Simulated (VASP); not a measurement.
Runs of VASP 6.6.1 on MgO. The structure is that of space group P6_3mc (No. 186), or close to it. The cells are those of the table. 

| cell | gap on the mesh (eV) | pressure (GPa) | largest force (eV/Å) |
| --- | --- | --- | --- |
| a = 3.083, b = 3.083, c = 5.531 Å, angles 90.0, 90.0, 120.0°, 4 atoms | 3.82 | 14.2 | 1.19 |
| a = 3.238, b = 3.238, c = 5.122 Å, angles 90.0, 90.0, 120.0°, 4 atoms | 3.69 | 5.9 | 0.22 |
| a = 3.161, b = 3.161, c = 4.712 Å, angles 90.0, 90.0, 120.0°, 4 atoms | (b) | 29.1 | 0.88 |
| a = 3.547, b = 3.547, c = 5.258 Å, angles 90.0, 90.0, 120.0°, 4 atoms | (a) | -13.9 | 0.09 |
| a = 3.393, b = 3.393, c = 5.531 Å, angles 90.0, 90.0, 120.0°, 4 atoms | 2.84 | -10.8 | 0.24 |

Alike in all rows: task single point; level PBE; potentials or basis VASP PAW PBE potentials, release 64 (Mg, O); no spin polarisation; k mesh 9 × 9 × 6; cutoff (eV) 520; smearing gaussian 0.05 eV.

Problem. Fill in the values left out.

Solution. (a) 2.54; (b) 4.36.

Caveats: forces of over 1 eV/Å act on the atoms, so gaps and moduli don't describe the material at rest (some runs).

A k mesh can miss the band edges.
